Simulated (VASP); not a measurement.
# WS2 (R3m) in VASP: notebook

The runs below take WS2 through single point, with AM05.

Everything below comes from runs of VASP 6.6.1. Logs are shortened: lines on timing, memory, paths and dates and some standing lists are left out, and cuts for length are marked.

### 1 The cell of the first run

It takes space group R3m (No. 160, trigonal). The conventional cell has a = 3.158 Å, b = 3.158 Å, c = 18.490 Å, α = 90.00°, β = 90.00°, γ = 120.00°. W (site symmetry 3m) has 6 S at 2.39 to 2.42 Å and 6 W at 3.16 Å within 3.2 Å. S (site symmetry 3m) has 3 W at 2.42 Å and 7 S at 3.13 to 3.16 Å within 3.2 Å. S (site symmetry 3m) has 3 W at 2.39 Å and 7 S at 3.13 to 3.16 Å within 3.2 Å.

### 2 Single point, AM05

POSCAR reads:

```
WS2
1.0
    1.5790000000      0.9116360751      6.1633333333
   -1.5790000000      0.9116360751      6.1633333333
    0.0000000000     -1.8232721501      6.1633333333
W S
1 2
Direct
    0.0000000000      0.0000000000      0.0000000000
    0.5810000000      0.5810000000      0.5810000000
    0.7503000000      0.7503000000      0.7503000000
```

INCAR.step1 reads:

```
GGA = AM ; ISMEAR = 0
SIGMA = 0.03 ; LWAVE = False
LCHARG = True ; NBANDS = 31
PREC = Accurate ; LASPH = True
LREAL = False ; ALGO = Normal
EDIFF = 1E-6 ; NELM = 120
GGA_COMPAT = False ; ENCUT = 300
EFERMI = MIDGAP ; LMAXMIX = 4
KPAR = 4
```

KPOINTS.step1 reads:

```
k-points
0
Gamma
  8 8 8
```

INCAR.step2 reads:

```
GGA = AM ; ISMEAR = -5
LWAVE = False ; LCHARG = False
NBANDS = 31 ; PREC = Accurate
LASPH = True ; LREAL = False
ALGO = Normal ; EDIFF = 1E-6
NELM = 120 ; GGA_COMPAT = False
ENCUT = 300 ; EFERMI = MIDGAP
LMAXMIX = 4 ; NEDOS = 2001
LORBIT = 11 ; EMIN = -8.9848
EMAX = 16.0152 ; ICHARG = 11
KPAR = 4
```

KPOINTS.step2 reads:

```
Automatic mesh
0
Gamma
  13 13 13
  0 0 0
```

Potentials or basis: VASP PAW PBE potentials, release 64 (W_sv, S).

Launch:

```console
cat potpaw_PBE.64/W_sv/POTCAR potpaw_PBE.64/S/POTCAR > POTCAR
cp INCAR.step1 INCAR
cp KPOINTS.step1 KPOINTS
mpirun -np 4 vasp_std > vasp.out
cp INCAR.step2 INCAR
cp KPOINTS.step2 KPOINTS
mpirun -np 4 vasp_std > vasp.out
```

OUTCAR:

```text
GGA = AM
   ISMEAR = -5
   PREC = Accurate
   LASPH = True
   LREAL = False
   EDIFF = 1E-6
   NELM = 120
   ENCUT = 300
   EFERMI = MIDGAP
   LORBIT = 11
   EMIN = -8.9848
   ICHARG = 11

 Found    231 irreducible k-points:

 Following reciprocal coordinates:
            Coordinates               Weight
  0.000000  0.000000  0.000000      1.000000
  0.076923  0.000000  0.000000      6.000000
  0.153846 -0.000000  0.000000      6.000000
  0.230769  0.000000  0.000000      6.000000
  0.307692 -0.000000  0.000000      6.000000
  0.384615 -0.000000  0.000000      6.000000
   k-points           NKPTS =    231   k-points in BZ     NKDIM =    231   number of bands    NBANDS=     31
   number of dos      NEDOS =   2001   number of ions     NIONS =      3
   total plane-waves  NPLWV =  46656
   dimension x,y,z NGX =    36 NGY =   36 NGZ =   36
   dimension x,y,z NGXF=    72 NGYF=   72 NGZF=   72
   ions per type =               1   2
   NGX,Y,Z   is equivalent  to a cutoff of   9.31,  9.31,  9.31 a.u.
   NGXF,Y,Z  is equivalent  to a cutoff of  18.62, 18.62, 18.62 a.u.
 SYSTEM =  unknown system
   PREC   = accura    normal or accurate (medium, high low for compatibility)
   ISTART =      0    job   : 0-new  1-cont  2-samecut
   ICHARG =     11    charge: 1-file 2-atom 10-const
   ISPIN  =      1    spin polarized calculation?
   LNONCOLLINEAR =      F non collinear calculations
   LSORBIT =      F    spin-orbit coupling
   LASPH  =      T    aspherical Exc in radial PAW
   ENCUT  =  300.0 eV  22.05 Ry    4.70 a.u.   9.08  9.08  9.08*2*pi/ulx,y,z
   NELM   =    120;   NELMIN=  2; NELMDL=  0     # of ELM steps
   EDIFF  = 0.1E-05   stopping-criterion for ELM
   LREAL  =      F    real-space projection
[... 7 lines left out ...]
   TEBEG  =    0.0;   TEEND  =   0.0 temperature during run

   SCALEE = 1.0000    scale energy and forces
   PSTRESS=    0.0 pullay stress
   NELECT =      26.0000    total number of electrons
   NUPDOWN=      -1.0000    fix difference up-down
   EMIN   =  -8.98;   EMAX   = 16.02  energy-range for DOS
   EFERMI =   0.00;   METHOD = MIDGAP
   ISMEAR =    -5;   SIGMA  =   0.20  broadening in eV -4-tet -1-fermi 0-gaus
   EFERMI_NEDOS =   21; number of points for ismear=-14 and -15
   IALGO  =     38    algorithm
   IMIX   =      4    mixing-type and parameters
     AMIX     =   0.40;   BMIX     =  1.00
     AMIX_MAG =   1.60;   BMIX_MAG =  1.00
  volume/ion in A,a.u.               =      17.74       119.74
  Fermi-wavevector in a.u.,A,eV,Ry     =   1.289266  2.436359 22.615687  1.662206
  Thomas-Fermi vector in A             =   2.421169
   LORBIT       =     11    0 simple, 1 ext, 2 COOP (PROOUT), +10 PAW based schemes
   GGA     = AM    functional components
   LHFCALC =     F    Hartree Fock is set to
   AEXX    =    0.0000 exact exchange contribution
   IVDW    =     0    specifies the selected vdW correction
   LEPSILON=     F    determine dielectric tensor
   LRPA    =     F    only Hartree local field effects (RPA)

   CSHIFT  =0.1000    complex shift for real part using Kramers Kronig

   OMEGAMAX=  -1.0    maximum frequency
 non-spin polarized calculation
 Fermi weights with tetrahedron method with Bloechl corrections
  energy-cutoff  :      300.00
  volume of cell :       53.23
 maximum number of plane-waves:       654

 number of electron      25.9999995 magnetization

 Free energy of the ion-electron system (eV)
  ---------------------------------------------------
  ext. energy  EPLUGINS =         0.00000000
  ---------------------------------------------------
  free energy    TOTEN  =       -24.53256242 eV

  energy without entropy =      -24.53256242  energy(sigma->0) =      -24.53256242

 E-fermi :   7.9583     XC(G=0): -11.0308

 val. band max:        7.4229852866   @ k =   0.4615   0.4615   0.4615
 cond. band min:       8.4936983320   @ k =  -0.1538   0.1538   0.0000
 fundamental gap:      1.0707130454
 Fermi energy:         7.9583418093

 k-point     1 :       0.0000    0.0000    0.0000
  band No.  band energies     occupation
      1     -67.1953      2.00000
      2     -31.4511      2.00000
      3     -31.2679      2.00000
      4     -31.2679      2.00000
      5      -8.2047      2.00000
      6      -6.1865      2.00000
[... 17 lines left out ...]
     24      19.5006      0.00000
     25      20.2793      0.00000

 k-point     2 :       0.0769    0.0000    0.0000
  band No.  band energies     occupation
      1     -67.1943      2.00000
      2     -31.4473      2.00000
      3     -31.2894      2.00000
      4     -31.2729      2.00000
      5      -8.1016      2.00000
      6      -6.1567      2.00000
[... 17 lines left out ...]
     24      19.4302      0.00000
     25      20.3208      0.00000

 k-point     3 :       0.1538   -0.0000    0.0000
  band No.  band energies     occupation
      1     -67.1912      2.00000
      2     -31.4365      2.00000
      3     -31.3483      2.00000
      4     -31.2866      2.00000
      5      -7.8047      2.00000
      6      -6.0710      2.00000
[... 17 lines left out ...]
     24      19.3957      0.00000
     25      19.8947      0.00000

 k-point     4 :       0.2308    0.0000    0.0000
  band No.  band energies     occupation
      1     -67.1870      2.00000
      2     -31.4305      2.00000
      3     -31.4213      2.00000
      4     -31.3058      2.00000
      5      -7.3521      2.00000
      6      -5.9407      2.00000
[... 17 lines left out ...]
     24      19.7096      0.00000
     25      19.7183      0.00000

 k-point     5 :       0.3077   -0.0000    0.0000
  band No.  band energies     occupation
      1     -67.1823      2.00000
      2     -31.5163      2.00000
      3     -31.4053      2.00000
      4     -31.3261      2.00000
      5      -6.8116      2.00000
      6      -5.7880      2.00000
[... 17 lines left out ...]
     24      19.8674      0.00000
     25      20.2992      0.00000

 k-point     6 :       0.3846   -0.0000    0.0000
  band No.  band energies     occupation
      1     -67.1785      2.00000
      2     -31.5865      2.00000
      3     -31.3919      2.00000
      4     -31.3428      2.00000
      5      -6.2929      2.00000
      6      -5.6481      2.00000
[... 17 lines left out ...]
     24      20.5024      0.00000
     25      20.9783      0.00000

 [... further k-points ...]

 [bands above 25 left out]

------------------------ aborting loop because EDIFF is reached ----------------------------------------

  FORCE on cell =-STRESS in cart. coord.  units (eV):
  Direction    XX          YY          ZZ          XY          YZ          ZX
  --------------------------------------------------------------------------------------
  -------------------------------------------------------------------------------------
  Total       -0.6993287     -0.6993287     -0.1517208      0.0000000     -0.0000000     -0.0000000
  in kB      -21.0485106    -21.0485106     -4.5665166      0.0000000     -0.0000000     -0.0000000
  external PRESSURE =     -15.5545126 kB  Pullay stress =       0.0000000 kB

 VOLUME and BASIS-vectors are now :
 -----------------------------------------------------------------------------
  energy-cutoff  :      300.00
  volume of cell :       53.23
      direct lattice vectors                 reciprocal lattice vectors
     1.579000000  0.911636075  6.163333333     0.316656111  0.182821491  0.054083288
    -1.579000000  0.911636075  6.163333333    -0.316656111  0.182821491  0.054083288
     0.000000000 -1.823272150  6.163333333     0.000000000 -0.365642982  0.054083288

 POSITION                                       TOTAL-FORCE (eV/Angst)
 -----------------------------------------------------------------------------------
      0.00000      0.00000      0.00000         0.000000     -0.000000     -0.599434
      0.00000      0.00000     10.74269         0.000000      0.000000      0.490788
      0.00000      0.00000     13.87305         0.000000      0.000000      0.108645
 -----------------------------------------------------------------------------------
    total drift:                               -0.000000     -0.000000     -0.000002

  FREE ENERGIE OF THE ION-ELECTRON SYSTEM (eV)
  ---------------------------------------------------
  free  energy   TOTEN  =       -24.5325624182 eV

  energy  without entropy=      -24.5325624182  energy(sigma->0) =      -24.53256242

 total charge

# of ion       s       p       d       tot
------------------------------------------
    1        2.325   6.337   3.406  12.067
    2        1.353   2.343   0.000   3.696
    3        1.351   2.361   0.000   3.712
--------------------------------------------------
tot          5.029  11.040   3.406  19.475
```

OSZICAR.step1:

```text
N       E                     dE             d eps       ncg     rms          rms(c)
DAV:   1     0.155717203805E+03    0.15572E+03   -0.83225E+03  4038   0.571E+02
DAV:   2    -0.180726903432E+02   -0.17379E+03   -0.16575E+03  4483   0.200E+02
DAV:   3    -0.257061609541E+02   -0.76335E+01   -0.75706E+01  4948   0.431E+01
DAV:   4    -0.257739759621E+02   -0.67815E-01   -0.67800E-01  4579   0.435E+00
DAV:   5    -0.257746901246E+02   -0.71416E-03   -0.71416E-03  4938   0.437E-01    0.277E+01
DAV:   6    -0.247209187466E+02    0.10538E+01   -0.34383E+00  4593   0.100E+01    0.115E+01
DAV:   7    -0.245887699754E+02    0.13215E+00   -0.82441E-01  4201   0.399E+00    0.564E+00
DAV:   8    -0.245345251361E+02    0.54245E-01   -0.23649E-01  4681   0.235E+00    0.936E-01
DAV:   9    -0.245322565018E+02    0.22686E-02   -0.12900E-02  4653   0.620E-01    0.240E-01
DAV:  10    -0.245324594262E+02   -0.20292E-03   -0.10489E-03  4883   0.137E-01    0.159E-01
DAV:  11    -0.245324727835E+02   -0.13357E-04   -0.55802E-05  4786   0.388E-02    0.771E-02
DAV:  12    -0.245325379627E+02   -0.65179E-04   -0.72795E-05  4513   0.386E-02    0.144E-02
DAV:  13    -0.245325374673E+02    0.49542E-06   -0.49212E-06  4928   0.121E-02
   1 F= -.24532537E+02 E0= -.24532537E+02  d E =-.187664-168
```

Run time: 82 s. Hardware: 4 MPI ranks of Intel Xeon Platinum 8488C (Sapphire Rapids), shared host; peak memory 0.28 GiB.

What came out:

```yaml
Band_gap_on_the_k_mesh: 1.07 eV (least direct gap 2.10 eV)
Valence_electrons_inside_the_program's_atomic_spheres: W 12.07; S 3.70, 3.71
```

Caveat: the cutoff is under 1.25 times the usual one of these potentials, so pressure, stress and relaxed cells hold a basis-set (Pulay) error; the PAW data sets were made with another functional, which shifts forces and pressure a little; spin-orbit coupling is left out, which moves the levels of the heavy elements; an odd mesh through Γ misses points on the zone boundary, where band edges can lie.

### 3 Single point, AM05

POSCAR is that of step 2.

Edit INCAR.step1 of step 2 so:

```diff
@@ -6,3 +6,3 @@
 EDIFF = 1E-6 ; NELM = 120
-GGA_COMPAT = False ; ENCUT = 300
+GGA_COMPAT = False ; ENCUT = 520
 EFERMI = MIDGAP ; LMAXMIX = 4
```

KPOINTS.step1 is that of step 2.

INCAR.step2 reads:

```
GGA = AM ; ISMEAR = -5
LWAVE = False ; LCHARG = False
NBANDS = 31 ; PREC = Accurate
LASPH = True ; LREAL = False
ALGO = Normal ; EDIFF = 1E-6
NELM = 120 ; GGA_COMPAT = False
ENCUT = 520 ; EFERMI = MIDGAP
LMAXMIX = 4 ; NEDOS = 4001
LORBIT = 11 ; EMIN = -8.988
EMAX = 16.012 ; ICHARG = 11
KPAR = 4
```

KPOINTS.step2 reads:

```
Automatic mesh
0
Gamma
  24 24 24
  0 0 0
```

Potentials or basis: VASP PAW PBE potentials, release 64 (W_sv, S).

Launch:

```console
cat potpaw_PBE.64/W_sv/POTCAR potpaw_PBE.64/S/POTCAR > POTCAR
cp INCAR.step1 INCAR
cp KPOINTS.step1 KPOINTS
mpirun -np 4 vasp_std > vasp.out
cp INCAR.step2 INCAR
cp KPOINTS.step2 KPOINTS
mpirun -np 4 vasp_std > vasp.out
```

Run time: 13 min. Hardware: 4 MPI ranks of Intel Xeon Platinum 8488C (Sapphire Rapids), shared host; peak memory 1.7 GiB.

Results (log left out):

```yaml
Band_gap_on_the_k_mesh: 1.02 eV (least direct gap 1.89 eV)
Valence_electrons_inside_the_program's_atomic_spheres: W 12.07; S 3.69, 3.71
```

Levels at points of the mesh, in eV from the valence-band top:
| k point | band 9 | band 10 | band 11 | band 12 | band 13 | band 14 | band 15 | band 16 | band 17 | band 18 |
| --- | --- | --- | --- | --- | --- | --- | --- | --- | --- | --- |
| (0.00, 0.00, 0.00) | -3.53 | -2.28 | -2.28 | -1.56 | -1.21 | 2.19 | 2.19 | 2.56 | 2.56 | 4.68 |
| (0.50, 0.00, 0.00) | -5.33 | -4.16 | -2.57 | -1.80 | -1.74 | 2.31 | 2.61 | 3.63 | 3.88 | 4.38 |
| (0.50, 0.50, 0.00) | -5.03 | -4.07 | -3.18 | -2.00 | -1.56 | 2.27 | 2.73 | 3.23 | 4.38 | 4.96 |

Caveat: the PAW data sets were made with another functional, which shifts forces and pressure a little; spin-orbit coupling is left out, which moves the levels of the heavy elements.
